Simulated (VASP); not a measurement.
# Sc (P6_3/mmc) in VASP: notebook

Runs on Sc. Level: PBE. Tasks: single point.

Everything below comes from runs of VASP 6.6.1. Logs are shortened: lines on timing, memory, paths and dates and some standing lists are left out, and cuts for length are marked.

### Step 1. The cell of the first run

It takes space group P6_3/mmc (No. 194, hexagonal). Conventional cell: a = 3.319 Å, b = 3.319 Å, c = 5.184 Å, α = 90.00°, β = 90.00°, γ = 120.00°. Within 4.2 Å of Sc (site symmetry -6m2) lie 12 Sc at 3.22 to 3.32 Å.

### Step 2. Single point, PBE

File INCAR:

```
PREC = Accurate ; ENCUT = 520
EDIFF = 1E-7 ; ISMEAR = -1
SIGMA = 0.01 ; LREAL = False
LASPH = True ; NELM = 100
ALGO = Normal ; ISIF = 2
LWAVE = False ; LCHARG = False
GGA = PE ; NBANDS = 18
```

File KPOINTS:

```
regular mesh
0
Gamma
  11 11 6
```

File POSCAR:

```
Sc
1.0
    3.3193628924      0.0000000000      0.0000000000
   -1.6596814462      2.8746525892      0.0000000000
    0.0000000000      0.0000000000      5.1842605006
Sc
2
Direct
    0.3333333333      0.6666666667      0.2500000000
    0.6666666667      0.3333333333      0.7500000000
```

Potentials or basis: VASP PAW PBE potentials, release 64 (Sc_sv).

Command:

```sh
$ cat potpaw_PBE.64/Sc_sv/POTCAR > POTCAR
$ mpirun -np 1 vasp_std > vasp.out
```

OUTCAR:

```text
PREC = Accurate
   ENCUT = 520
   EDIFF = 1E-7
   ISMEAR = -1
   LREAL = False
   LASPH = True
   NELM = 100
   ISIF = 2
   GGA = PE

 ion  position               nearest neighbor table
   1  0.333  0.667  0.250-   2 3.22   2 3.22   2 3.22   2 3.22   2 3.22   2 3.22
   2  0.667  0.333  0.750-   1 3.22   1 3.22   1 3.22   1 3.22   1 3.22   1 3.22

  LATTYP: Found a hexagonal cell.
 ALAT       =     3.3193628924
 C/A-ratio  =     1.5618239610

  Lattice vectors:

 A1 = (   3.3193628924,   0.0000000000,   0.0000000000)
 A2 = (  -1.6596814462,   2.8746525892,   0.0000000000)
 A3 = (   0.0000000000,   0.0000000000,   5.1842605006)

Analysis of symmetry for initial positions (statically):
=====================================================================
 Subroutine PRICEL returns:
 Original cell was already a primitive cell.

 Routine SETGRP: Setting up the symmetry group for a
 hexagonal supercell.

 Subroutine GETGRP returns: Found 24 space group operations
 (whereof 12 operations were pure point group operations)
 out of a pool of 24 trial point group operations.

The static configuration has the point symmetry D_3d.
 The point group associated with its full space group is D_6h.

Analysis of symmetry for dynamics (positions and initial velocities):
=====================================================================
 Subroutine PRICEL returns:
 Original cell was already a primitive cell.

 Routine SETGRP: Setting up the symmetry group for a
 hexagonal supercell.

 Subroutine GETGRP returns: Found 24 space group operations
 (whereof 12 operations were pure point group operations)
 out of a pool of 24 trial point group operations.

The dynamic configuration has the point symmetry D_3d.
 The point group associated with its full space group is D_6h.

 Subroutine INISYM returns: Found 24 space group operations
 (whereof 12 operations are pure point group operations),
 and found     1 'primitive' translations

----------------------------------------------------------------------------------------

                                     Primitive cell

  volume of cell :      49.4683

  direct lattice vectors                    reciprocal lattice vectors
     3.319362892  0.000000000  0.000000000     0.301262632  0.173934061  0.000000000
    -1.659681446  2.874652589  0.000000000     0.000000000  0.347868123  0.000000000
     0.000000000  0.000000000  5.184260501     0.000000000  0.000000000  0.192891542

  length of vectors
     3.319362892  3.319362892  5.184260501     0.347868123  0.347868123  0.192891542

  position of ions in fractional coordinates (direct lattice)
     0.333333333  0.666666667  0.250000000
     0.666666667  0.333333333  0.750000000

  ion indices of the primitive-cell ions
   primitive index   ion index
                 1           1
                 2           2

----------------------------------------------------------------------------------------

 KPOINTS: regular mesh

Automatic generation of k-mesh.
 Grid dimensions read from file:
 generate k-points for:   11   11    6

 Generating k-lattice:

  Cartesian coordinates                     Fractional coordinates (reciprocal lattice)
     0.027387512  0.015812187  0.000000000     0.090909091  0.000000000  0.000000000
     0.000000000  0.031624375  0.000000000     0.000000000  0.090909091  0.000000000
     0.000000000  0.000000000  0.032148590     0.000000000  0.000000000  0.166666667

  Length of vectors
     0.031624375  0.031624375  0.032148590

  Shift w.r.t. Gamma in fractional coordinates (k-lattice)
     0.000000000  0.000000000  0.000000000

 Subroutine IBZKPT returns following result:
 ===========================================

 Found     64 irreducible k-points:

 Following reciprocal coordinates:
            Coordinates               Weight
  0.000000  0.000000  0.000000      1.000000
  0.090909  0.000000  0.000000      6.000000
  0.181818  0.000000  0.000000      6.000000
  0.272727  0.000000  0.000000      6.000000
  0.363636  0.000000  0.000000      6.000000
  0.454545  0.000000  0.000000      6.000000
[... 16 lines left out ...]
  0.090909  0.090909  0.166667     12.000000
  0.181818  0.090909  0.166667     24.000000
 [... further k-points ...]
   k-points           NKPTS =     64   k-points in BZ     NKDIM =     64   number of bands    NBANDS=     18
   number of dos      NEDOS =    301   number of ions     NIONS =      2
   total plane-waves  NPLWV =  31360
   dimension x,y,z NGX =    28 NGY =   28 NGZ =   40
   dimension x,y,z NGXF=    56 NGYF=   56 NGZF=   80
   ions per type =               2
   NGX,Y,Z   is equivalent  to a cutoff of  14.02, 14.02, 12.83 a.u.
   NGXF,Y,Z  is equivalent  to a cutoff of  28.05, 28.05, 25.65 a.u.
 SYSTEM =  unknown system
   PREC   = accura    normal or accurate (medium, high low for compatibility)
   ISTART =      0    job   : 0-new  1-cont  2-samecut
   ICHARG =      2    charge: 1-file 2-atom 10-const
   ISPIN  =      1    spin polarized calculation?
   LNONCOLLINEAR =      F non collinear calculations
   LSORBIT =      F    spin-orbit coupling
   LASPH  =      T    aspherical Exc in radial PAW
   ENCUT  =  520.0 eV  38.22 Ry    6.18 a.u.   6.17  6.17  9.64*2*pi/ulx,y,z
   NELM   =    100;   NELMIN=  2; NELMDL= -5     # of ELM steps
   EDIFF  = 0.1E-06   stopping-criterion for ELM
   LREAL  =      F    real-space projection
   EDIFFG = 0.1E-05   stopping-criterion for IOM
   NSW    =      0    number of steps for IOM
   IBRION =     -1    ionic relax: 0-MD 1-quasi-New 2-CG
   NFREE  =      0    steps in history (QN), initial steepest desc. (CG)
   ISIF   =      2    stress and relaxation
   ISYM   =      2    0-nonsym 1-usesym 2-fastsym
   POTIM  = 0.5000    time-step for ionic-motion
   TEBEG  =    0.0;   TEEND  =   0.0 temperature during run
   PSTRESS=    0.0 pullay stress
   NELECT =      22.0000    total number of electrons
   NUPDOWN=      -1.0000    fix difference up-down
   EMIN   =  10.00;   EMAX   =-10.00  energy-range for DOS
   EFERMI =   0.00;   METHOD = LEGACY
   ISMEAR =    -1;   SIGMA  =   0.01  broadening in eV -4-tet -1-fermi 0-gaus
   EFERMI_NEDOS =   21; number of points for ismear=-14 and -15
   IALGO  =     38    algorithm
   IMIX   =      4    mixing-type and parameters
     AMIX     =   0.40;   BMIX     =  1.00
     AMIX_MAG =   1.60;   BMIX_MAG =  1.00
  volume/ion in A,a.u.               =      24.73       166.91
  Fermi-wavevector in a.u.,A,eV,Ry     =   1.249607  2.361415 21.245735  1.561517
  Thomas-Fermi vector in A             =   2.383640
   LORBIT       =      0    0 simple, 1 ext, 2 COOP (PROOUT), +10 PAW based schemes
   GGA     = PE    functional components
[... 5 lines left out ...]
 non-spin polarized calculation
  energy-cutoff  :      520.00
  volume of cell :       49.47
 maximum number of plane-waves:      1346
 NGX is ok and might be reduce to    28
   NGX = 13   NGY = 13   NGZ = 19

 number of electron      21.9999995 magnetization

 Free energy of the ion-electron system (eV)
  ---------------------------------------------------
  ext. energy  EPLUGINS =         0.00000000
  ---------------------------------------------------
  free energy    TOTEN  =       -12.49980179 eV

  energy without entropy =      -12.49872587  energy(sigma->0) =      -12.49926383

 E-fermi :   3.6760     XC(G=0):  -9.8625

 val. band max:        3.6615367344   @ k =   0.3636   0.1818   0.3333
 cond. band min:       3.6764450879   @ k =   0.2727   0.0000   0.3333
 fundamental gap:      0.0149083534
 Fermi energy:         3.6760175418

 k-point     1 :       0.0000    0.0000    0.0000
  band No.  band energies     occupation
      1     -45.7641      2.00000
      2     -45.6949      2.00000
      3     -24.5869      2.00000
      4     -24.2537      2.00000
      5     -24.2537      2.00000
      6     -24.1889      2.00000
[... 10 lines left out ...]
     17       5.9748      0.00000
     18       5.9748      0.00000

 k-point     2 :       0.0909    0.0000    0.0000
  band No.  band energies     occupation
      1     -45.7604      2.00000
      2     -45.6937      2.00000
      3     -24.5763      2.00000
      4     -24.2740      2.00000
      5     -24.2608      2.00000
      6     -24.2101      2.00000
[... 10 lines left out ...]
     17       5.8378      0.00000
     18       5.8670      0.00000

 k-point     3 :       0.1818    0.0000    0.0000
  band No.  band energies     occupation
      1     -45.7500      2.00000
      2     -45.6905      2.00000
      3     -24.5464      2.00000
      4     -24.3286      2.00000
      5     -24.2789      2.00000
      6     -24.2659      2.00000
[... 10 lines left out ...]
     17       6.0290      0.00000
     18       6.1338      0.00000

 k-point     4 :       0.2727    0.0000    0.0000
  band No.  band energies     occupation
      1     -45.7355      2.00000
      2     -45.6871      2.00000
      3     -24.5021      2.00000
      4     -24.4011      2.00000
      5     -24.3365      2.00000
      6     -24.3017      2.00000
[... 10 lines left out ...]
     17       6.4547      0.00000
     18       6.6049      0.00000

 k-point     5 :       0.3636    0.0000    0.0000
  band No.  band energies     occupation
      1     -45.7208      2.00000
      2     -45.6854      2.00000
      3     -24.4685      2.00000
      4     -24.4524      2.00000
      5     -24.3990      2.00000
      6     -24.3220      2.00000
[... 10 lines left out ...]
     17       7.0305      0.00000
     18       7.1127      0.00000

 k-point     6 :       0.4545    0.0000    0.0000
  band No.  band energies     occupation
      1     -45.7104      2.00000
      2     -45.6860      2.00000
      3     -24.5088      2.00000
      4     -24.4354      2.00000
      5     -24.4132      2.00000
      6     -24.3338      2.00000
[... 10 lines left out ...]
     17       7.5247      0.00000
     18       7.6839      0.00000

 k-point     7 :       0.0909    0.0909    0.0000
  band No.  band energies     occupation
      1     -45.7533      2.00000
      2     -45.6914      2.00000
      3     -24.5560      2.00000
      4     -24.3068      2.00000
      5     -24.2831      2.00000
      6     -24.2403      2.00000
[... 10 lines left out ...]
     17       5.8664      0.00000
     18       6.0776      0.00000

 k-point     8 :       0.1818    0.0909    0.0000
  band No.  band energies     occupation
      1     -45.7408      2.00000
      2     -45.6882      2.00000
      3     -24.5188      2.00000
      4     -24.3649      2.00000
      5     -24.3301      2.00000
      6     -24.2779      2.00000
[... 10 lines left out ...]
     17       6.1667      0.00000
     18       6.5311      0.00000
[... 229 lines left out ...]
     17       6.1689      0.00000
     18       6.2493      0.00000

 k-point    20 :       0.2727    0.0000    0.1667
  band No.  band energies     occupation
      1     -45.7323      2.00000
      2     -45.6903      2.00000
      3     -24.5027      2.00000
      4     -24.3820      2.00000
      5     -24.3520      2.00000
      6     -24.2956      2.00000
[... 10 lines left out ...]
     17       6.5481      0.00000
     18       6.5566      0.00000

 k-point    21 :       0.3636    0.0000    0.1667
  band No.  band energies     occupation
      1     -45.7184      2.00000
      2     -45.6878      2.00000
      3     -24.5069      2.00000
      4     -24.4289      2.00000
      5     -24.3877      2.00000
      6     -24.3152      2.00000
[... 10 lines left out ...]
     17       7.0073      0.00000
     18       7.0378      0.00000

 k-point    22 :       0.4545    0.0000    0.1667
  band No.  band energies     occupation
      1     -45.7088      2.00000
      2     -45.6876      2.00000
      3     -24.5318      2.00000
      4     -24.4609      2.00000
      5     -24.3741      2.00000
      6     -24.3267      2.00000
[... 10 lines left out ...]
     17       7.3987      0.00000
     18       7.6237      0.00000

 k-point    23 :       0.0909    0.0909    0.1667
  band No.  band energies     occupation
      1     -45.7491      2.00000
      2     -45.6956      2.00000
      3     -24.5350      2.00000
      4     -24.2989      2.00000
      5     -24.2828      2.00000
      6     -24.2543      2.00000
[... 10 lines left out ...]
     17       6.0842      0.00000
     18       6.2394      0.00000

 k-point    24 :       0.1818    0.0909    0.1667
  band No.  band energies     occupation
      1     -45.7373      2.00000
      2     -45.6917      2.00000
      3     -24.5097      2.00000
      4     -24.3534      2.00000
      5     -24.3354      2.00000
      6     -24.2838      2.00000
[... 10 lines left out ...]
     17       6.3136      0.00000
     18       6.5531      0.00000

 [... further k-points ...]

------------------------ aborting loop because EDIFF is reached ----------------------------------------

  FORCE on cell =-STRESS in cart. coord.  units (eV):
  Direction    XX          YY          ZZ          XY          YZ          ZX
  --------------------------------------------------------------------------------------
  -------------------------------------------------------------------------------------
  Total       -0.0403283     -0.0403283     -0.1520153      0.0000000     -0.0000000     -0.0000000
  in kB       -1.3061504     -1.3061504     -4.9234650      0.0000000     -0.0000000     -0.0000000
  external PRESSURE =      -2.5119219 kB  Pullay stress =       0.0000000 kB

 VOLUME and BASIS-vectors are now :
 -----------------------------------------------------------------------------
  energy-cutoff  :      520.00
  volume of cell :       49.47
      direct lattice vectors                 reciprocal lattice vectors
     3.319362892  0.000000000  0.000000000     0.301262632  0.173934061  0.000000000
    -1.659681446  2.874652589  0.000000000     0.000000000  0.347868123  0.000000000
     0.000000000  0.000000000  5.184260501     0.000000000  0.000000000  0.192891542

 POSITION                                       TOTAL-FORCE (eV/Angst)
 -----------------------------------------------------------------------------------
     -0.00000      1.91644      1.29607         0.000000     -0.000000      0.000000
      1.65968      0.95822      3.88820        -0.000000      0.000000      0.000000
 -----------------------------------------------------------------------------------
    total drift:                               -0.000000      0.000000     -0.000000

  FREE ENERGIE OF THE ION-ELECTRON SYSTEM (eV)
  ---------------------------------------------------
  free  energy   TOTEN  =       -12.4998017922 eV

  energy  without entropy=      -12.4987258682  energy(sigma->0) =      -12.49926383
```

It took 94 s on 1 thread of Intel Xeon 8259CL, shared host; peak memory 0.2 GiB.

What came out:

```yaml
Free_energy: -12.4998 eV
Pressure: -0.3 GPa
Band_gap_on_the_k_mesh: zero (bands 11 and 12 overlap by 1.46 eV)
```

Stress tensor (GPa, compression positive):
```
-0.13  0.00  0.00
 0.00 -0.13  0.00
 0.00  0.00 -0.49
```

### Step 3. Single point, PBE

File INCAR:

```
ALGO = Normal
EDIFF = 1E-6
ENCUT = 520
GGA = PE
ISIF = 2
ISMEAR = -1
LASPH = T
LCHARG = T
LELF = T
LREAL = F
LVHAR = T
LWAVE = F
NBANDS = 18
NELM = 80
PREC = Accurate
SIGMA = 0.03
```

File KPOINTS:

```
k-points
0
Gamma
  11 11 6
```

POSCAR is that of step 2.

Potentials or basis: VASP PAW PBE potentials, release 64 (Sc_sv).

Command:

```sh
$ cat potpaw_PBE.64/Sc_sv/POTCAR > POTCAR
$ mpirun -np 1 vasp_std > vasp.out
```

It took 94 s on 1 thread of Intel Xeon 8259CL, shared host; peak memory 0.2 GiB.

Results (log left out):

| Quantity | Value |
| --- | --- |
| Free energy | -12.5045 eV |
| Pressure | -0.2 GPa |
| Band gap on the k mesh | zero (bands 11 and 12 overlap by 1.46 eV) |

Stress tensor (GPa, compression positive):
```
-0.13  0.00  0.00
 0.00 -0.13  0.00
 0.00  0.00 -0.44
```

Levels at points of the mesh, in eV from the Fermi level:
| k point | band 9 | band 10 | band 11 | band 12 | band 13 | band 14 |
| --- | --- | --- | --- | --- | --- | --- |
| (0.00, 0.00, 0.00) | -5.13 | -1.64 | 0.58 | 1.58 | 1.58 | 1.82 |
| (0.00, 0.00, 0.50) | -3.59 | -3.59 | 0.96 | 0.96 | 1.50 | 1.50 |

### Step 4. Single point, PBE

File INCAR:

```
PREC     = Accurate       # precision mode
ENCUT    = 520            # plane-wave cutoff, eV
EDIFF    = 1E-6           # SCF threshold, eV
ISMEAR   = -1             # smearing method
SIGMA    = 0.2            # smearing width, eV
LREAL    = F              # projectors in reciprocal space
LASPH    = T              # aspherical terms in the spheres
NELM     = 100            # most SCF steps
ALGO     = Normal         # electronic algorithm
ISIF     = 2              # what is computed and relaxed
LWAVE    = F              # write WAVECAR
LCHARG   = F              # write CHGCAR
GGA      = PE             # functional
NBANDS   = 18             # bands
```

File KPOINTS:

```
regular mesh
0
Gamma
  11 11 6
```

POSCAR is that of step 3.

Command:

```sh
$ cat potpaw_PBE.64/Sc_sv/POTCAR > POTCAR
$ mpirun -np 1 vasp_std > vasp.out
```

Run time: 92 s. Hardware: 1 thread of Intel Xeon 8259CL, shared host; peak memory 0.2 GiB.

It converged, with:

```yaml
Free_energy: -12.7362 eV
Pressure: 0.4 GPa
Band_gap_on_the_k_mesh: zero (bands 11 and 12 overlap by 1.46 eV)
```

Stress tensor (GPa, compression positive):
```
0.22 0.00 0.00
0.00 0.22 0.00
0.00 0.00 0.91
```

Levels at points of the mesh, in eV from the Fermi level:
| k point | band 7 | band 8 | band 9 | band 10 | band 11 | band 12 | band 13 | band 14 | band 15 | band 16 |
| --- | --- | --- | --- | --- | --- | --- | --- | --- | --- | --- |
| (0.00, 0.00, 0.00) | -27.84 | -27.83 | -5.14 | -1.65 | 0.56 | 1.59 | 1.59 | 1.82 | 2.03 | 2.03 |
| (0.00, 0.00, 0.50) | -27.88 | -27.88 | -3.60 | -3.60 | 0.95 | 0.95 | 1.50 | 1.50 | 1.50 | 1.50 |

### Step 5. Single point, PBE

File INCAR:

```
  PREC = Accurate
  ENCUT = 520
  EDIFF = 1E-6
  ISMEAR = -1
  SIGMA = 0.3
  LREAL = F
  LASPH = T
  NELM = 100
  ALGO = Normal
  ISIF = 2
  LWAVE = F
  LCHARG = F
  GGA = PE
  NBANDS = 18
```

KPOINTS is that of step 4.

POSCAR is that of step 4.

Command:

```sh
$ cat potpaw_PBE.64/Sc_sv/POTCAR > POTCAR
$ mpirun -np 1 vasp_std > vasp.out
```

Wall time 96 s (1 thread of Intel Xeon 8259CL, shared host); peak memory 0.2 GiB.

Results (log left out):

| Item | Value |
| --- | --- |
| Free energy | -12.9977 eV |
| Pressure | 1.1 GPa |
| Band gap on the k mesh | zero (bands 11 and 12 overlap by 1.46 eV) |

Stress tensor (GPa, compression positive):
```
0.69 0.00 0.00
0.00 0.69 0.00
0.00 0.00 1.94
```

Levels at points of the mesh, in eV from the Fermi level:
| k point | band 7 | band 8 | band 9 | band 10 | band 11 | band 12 | band 13 | band 14 | band 15 | band 16 |
| --- | --- | --- | --- | --- | --- | --- | --- | --- | --- | --- |
| (0.00, 0.00, 0.00) | -27.82 | -27.81 | -5.16 | -1.65 | 0.55 | 1.59 | 1.59 | 1.83 | 2.04 | 2.04 |
| (0.00, 0.00, 0.50) | -27.85 | -27.85 | -3.62 | -3.62 | 0.95 | 0.95 | 1.51 | 1.51 | 1.51 | 1.51 |

Caveat: so wide a smearing shifts energies and pressures.

### Step 6. Summary

| smearing | gap on the mesh (eV) | pressure (GPa) |
| --- | --- | --- |
| fermi-dirac 0.01 eV | none | -0.3 |
| fermi-dirac 0.03 eV | none | -0.2 |
| fermi-dirac 0.2 eV | none | 0.4 |
| fermi-dirac 0.3 eV | none | 1.1 |

Alike in all rows: task single point; level PBE; potentials or basis VASP PAW PBE potentials, release 64 (Sc_sv); no spin polarisation; cell as given; k mesh 11 × 11 × 6; cutoff (eV) 520.

Caveats: so wide a smearing shifts energies and pressures (at least some runs).

Total energies depend on the potentials used, so only differences within one code and one set of settings carry meaning.
